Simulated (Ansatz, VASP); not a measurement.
One calculation of MgB2, two programs

```
Mg B
1.0
     3.06179    0.00000    0.00000
    -1.53089    2.65159    0.00000
     0.00000    0.00000    3.50433
Mg B
1 2
Direct
  0.00000 0.00000 0.00000
  0.33333 0.66667 0.50000
  0.66667 0.33333 0.50000
```

Alike in both runs: task relaxation of cell and atoms; functional PBEsol; k mesh 15 × 15 × 12; occupations fermi-dirac, width 0.15 eV; no spin polarisation.

|  | VASP | Ansatz |
| --- | --- | --- |
| version | VASP 6.6.1 | Ansatz 0.2.0 |
| potentials or method | VASP PAW PBE potentials, release 64 (Mg, B), cutoff 600 eV | scalar-relativistic, plane waves, PAW |
| valence electrons in the cell | 8 | 16 |

|  | VASP | Ansatz | Ansatz less VASP |
| --- | --- | --- | --- |
| gap on the k mesh at the Fermi level, each at its own relaxed structure (eV) | none | none | - |
| relaxed volume (Å³/atom) | 9.48 | 9.48 | +0.002 |
| relaxed cell length with the largest relative difference (Å) | 3.496 | 3.498 | +0.0022 |

VASP's potentials were made for PBE, not for PBEsol. A gap of «none» marks a metal or a gap that the smearing closes. VASP's potentials hold 8 valence electrons a cell and Ansatz's 16, so a difference there can come from the potentials and not from the codes.
